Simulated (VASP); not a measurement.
# CaO in VASP: a series of runs, part 2 of 2

VASP 6.6.1.

## 3. Relaxation of cell and atoms, PBE

This run uses another cell than the first one: it holds 2 atoms, not 8.

Input file INCAR:

```
PREC = Accurate ; ENCUT = 600
EDIFF = 1E-7 ; ISMEAR = 0
SIGMA = 0.02 ; LREAL = False
LASPH = True ; NELM = 60
ALGO = Normal ; ISIF = 3
LWAVE = False ; LCHARG = False
GGA = PE ; IBRION = 2
NSW = 100 ; EDIFFG = -0.01
```

Input file KPOINTS:

```
Automatic mesh
0
Gamma
  12 12 8
```

Input file POSCAR:

```
CaO
1.0
    3.2961272741      0.0000000000      0.0000000000
   -1.6480636371      2.8545299535      0.0000000000
    0.0000000000      0.0000000000      2.9989785408
Ca O
1 1
Direct
    0.3333333333      0.6666666667      0.5000000000
    0.6666666667      0.3333333333      0.0000000000
```

Potentials or basis: VASP PAW PBE potentials, release 64 (Ca_sv, O).

On the command line:

```sh
$ cat potpaw_PBE.64/Ca_sv/POTCAR potpaw_PBE.64/O/POTCAR > POTCAR
$ mpirun -np 1 vasp_std > vasp.out
```

OUTCAR:

```text
PREC = Accurate
   ENCUT = 600
   EDIFF = 1E-7
   ISMEAR = 0
   LREAL = False
   LASPH = True
   NELM = 60
   ISIF = 3
   GGA = PE
   IBRION = 2
   NSW = 100
   EDIFFG = -0.01

 ion  position               nearest neighbor table
   1  0.333  0.667  0.500-   2 2.42   2 2.42   2 2.42   2 2.42   2 2.42   2 2.42
   2  0.667  0.333  0.000-   1 2.42   1 2.42   1 2.42   1 2.42   1 2.42   1 2.42

  LATTYP: Found a hexagonal cell.
 ALAT       =     3.2961272741
 C/A-ratio  =     0.9098491325

  Lattice vectors:

 A1 = (   3.2961272741,   0.0000000000,   0.0000000000)
 A2 = (  -1.6480636371,   2.8545299535,   0.0000000000)
 A3 = (   0.0000000000,   0.0000000000,   2.9989785408)

Analysis of symmetry for initial positions (statically):
=====================================================================
 Subroutine PRICEL returns:
 Original cell was already a primitive cell.

 Routine SETGRP: Setting up the symmetry group for a
 hexagonal supercell.

 Subroutine GETGRP returns: Found 12 space group operations
 (whereof 12 operations were pure point group operations)
 out of a pool of 24 trial point group operations.

The static configuration has the point symmetry D_3h.

[... 170 lines left out ...]
  Total        0.1313889      0.1313889      0.0902613     -0.0000000     -0.0000000      0.0000000
  in kB        7.4603181      7.4603181      5.1250741     -0.0000000     -0.0000000      0.0000000
  external PRESSURE =       6.6819034 kB  Pullay stress =       0.0000000 kB
[... 59 lines left out ...]
--------------------------------------- Ionic step        3  -------------------------------------------

 number of electron      15.9999997 magnetization

 Free energy of the ion-electron system (eV)
  ---------------------------------------------------
  ext. energy  EPLUGINS =         0.00000000
  ---------------------------------------------------
  free energy    TOTEN  =       -12.30703561 eV

  energy without entropy =      -12.30703561  energy(sigma->0) =      -12.30703561

 E-fermi :   2.7968     XC(G=0): -10.3335

 val. band max:        2.6629438955   @ k =   0.0000   0.0000   0.0000
 cond. band min:       5.9712485933   @ k =   0.0000   0.0000   0.0000
 fundamental gap:      3.3083046978
 Fermi energy:         2.7967854961

 k-point     1 :       0.0000    0.0000    0.0000
  band No.  band energies     occupation
      1     -35.7759      2.00000
      2     -16.5463      2.00000
      3     -16.5463      2.00000
      4     -16.3681      2.00000
      5     -13.1351      2.00000
      6       1.8667      2.00000
      7       1.8667      2.00000
      8       2.6629      2.00000
      9       5.9712      0.00000
     10       7.0624      0.00000
     11      10.0307      0.00000
     12      10.0307      0.00000
[... 331 lines left out ...]
 k-point    24 :       0.3333    0.0000    0.1250
  band No.  band energies     occupation
      1     -35.6909      2.00000
      2     -17.2246      2.00000
      3     -16.6393      2.00000
      4     -16.4538      2.00000
      5     -12.4423      2.00000
      6       0.4387      2.00000
      7       1.9777      2.00000
      8       1.9924      2.00000
      9       6.8916      0.00000
     10       9.2700      0.00000
     11      10.2594      0.00000
     12      10.5529      0.00000

 [... further k-points ...]
[... 5 lines left out ...]
  --------------------------------------------------------------------------------------
  -------------------------------------------------------------------------------------
  Total        0.0067124      0.0067124     -0.0170904     -0.0000000      0.0000000     -0.0000000
  in kB        0.3785175      0.3785175     -0.9637361     -0.0000000      0.0000000     -0.0000000
  external PRESSURE =      -0.0689004 kB  Pullay stress =       0.0000000 kB
[... 17 lines left out ...]
  FREE ENERGIE OF THE ION-ELECTRON SYSTEM (eV)
  ---------------------------------------------------
  free  energy   TOTEN  =       -12.3070356133 eV

  energy  without entropy=      -12.3070356133  energy(sigma->0) =      -12.30703561

 reached required accuracy - stopping structural energy minimisation
```

CONTCAR:

```text
CaO
   1.00000000000000
     3.3045879477104019   -0.0000000000001482    0.0000000000000000
    -1.6522939739054576    2.8618571117799854   -0.0000000000000000
     0.0000000000000000   -0.0000000000000000    3.0042668535281138
  Ca              O
     1     1
Direct
     0.3333333332999970    0.6666666667000030    0.5000000000000000
     0.6666666667000030    0.3333333332999970    1.0000000000000000

  0.00000000E+00  0.00000000E+00  0.00000000E+00
  0.00000000E+00  0.00000000E+00  0.00000000E+00
```

It took 66 s on 1 thread of Intel Xeon Platinum 8259CL at 2.50GHz (Skylake/Cascade Lake), shared host; peak memory 0.18 GiB.

Results:

```
Free energy                            : -12.3070 eV
Relaxed volume                         : 14.21 Å³/atom
Relaxed cell                           : a = 3.305 Å, b = 3.305 Å, c = 3.004 Å, α = 90.00°, β = 90.00°, γ = 120.00°
Space group after relaxing (to 0.05 Å) : P-6m2 (No. 187)
Energy gained by relaxing              : 0.2 meV/atom
Ionic steps                            : 3
Pressure after relaxing                : 0.0 GPa
Band gap on the k mesh                 : 3.31 eV, direct
```

The path:
| step | energy change (eV) | largest force (eV/Å) | pressure (GPa) | volume (Å³) |
| --- | --- | --- | --- | --- |
| 1 | 0.0000 | 0.0000 | 0.67 | 28.22 |
| 2 | -0.0004 | 0.0000 | -0.16 | 28.46 |
| 3 | -0.0004 | 0.0000 | -0.01 | 28.41 |

Final structure:
```yaml
crystal:
  lattice:
    - [3.30459, 0.00000, 0.00000]
    - [-1.65229, 2.86186, 0.00000]
    - [0.00000, 0.00000, 3.00427]
  atoms:
    - { symbol: Ca, position: [0.33333, 0.66667, 0.50000] }
    - { symbol: O, position: [0.66667, 0.33333, 0.00000] }
```

A k mesh can miss the band edges.

## 4. Single point, PBE

Input file INCAR:

```
SYSTEM = CaO
  PREC = Accurate
  ENCUT = 520
  EDIFF = 1E-7
  ISMEAR = 0
  SIGMA = 0.1
  LREAL = .False.
  LASPH = .True.
  NELM = 80
  ALGO = Normal
  ISIF = 2
  LWAVE = .False.
  LCHARG = .True.
  GGA = PE
  LELF = .True.
  LVHAR = .True.
  NBANDS = 42
```

Input file KPOINTS:

```
Automatic mesh
0
Gamma
  4 3 3
  0 0 0
```

Input file POSCAR:

```
CaO
1.0
   -0.0036158392      0.0016939021      2.9996580294
    6.6005905499     -0.0001258737     -0.0083188222
   -3.3004002805      5.7151278670      0.0073851652
Ca O
4 4
Direct
    0.5000379638      0.1666672979      0.3333363410
    0.4998896891      0.1666555584      0.8333306289
    0.5000593590      0.6666676719      0.3333380253
    0.5000393817      0.6666609100      0.8333455258
   -0.0000277051      0.3333212609      0.1666616877
   -0.0000162356      0.3333536419      0.6666713638
    0.0000486600      0.8333300370      0.1666613889
   -0.0000311127      0.8333436221      0.6666550387
```

On the command line:

```sh
$ cat potpaw_PBE.64/Ca_sv/POTCAR potpaw_PBE.64/O/POTCAR > POTCAR
$ mpirun -np 1 vasp_std > vasp.out
```

Run time: 98 s. Hardware: 1 thread of Intel Xeon Platinum 8259CL at 2.50GHz (Skylake/Cascade Lake), shared host; peak memory 0.26 GiB.

Results (log left out):

* Free energy: -49.2065 eV
* Pressure: 0.5 GPa
* Band gap on the k mesh: 3.31 eV

Stress tensor (GPa, compression positive):
```
 0.47  0.00  0.03
 0.00  0.50 -0.01
 0.03 -0.01  0.64
```

Levels at points of the mesh, in eV from the valence-band top:
```tsv
k point	band 28	band 29	band 30	band 31	band 32	band 33	band 34	band 35	band 36	band 37
(0.00, 0.00, 0.00)	-0.56	-0.52	-0.52	-0.52	0.00	3.31	3.74	3.74	3.74	4.41
(0.50, 0.00, 0.00)	-1.28	-1.28	-1.28	-0.52	-0.52	5.07	5.07	5.07	6.19	6.19
```

Caveat: the k points lie up to 0.52 Å⁻¹ apart. A k mesh can miss the band edges.

## 5. Overview

```csv
task,cell,k mesh,cutoff (eV),smearing,gap on the mesh (eV),pressure (GPa)
single point,"a = 2.999, b = 6.601, c = 6.601 Å, angles 120.0, 90.0, 90.0°, 8 atoms",4 × 3 × 3,520,gaussian 0.1 eV,3.31,0.5
relaxation of cell and atoms,"relaxed from a = 3.296, b = 3.296, c = 2.999 Å, angles 90.0, 90.0, 120.0°, 2 atoms",12 × 12 × 8,600,gaussian 0.02 eV,3.31,0.0
single point,"a = 3.000, b = 6.601, c = 6.600 Å, angles 120.0, 89.9, 90.1°, 8 atoms",4 × 3 × 3,520,gaussian 0.1 eV,3.31,0.5
```

Alike in all rows: level PBE; potentials or basis VASP PAW PBE potentials, release 64 (Ca_sv, O); no spin polarisation.

Caveats: some runs use coarse meshes.

Total energies depend on the potentials used, so only differences within one code and one set of settings carry meaning.
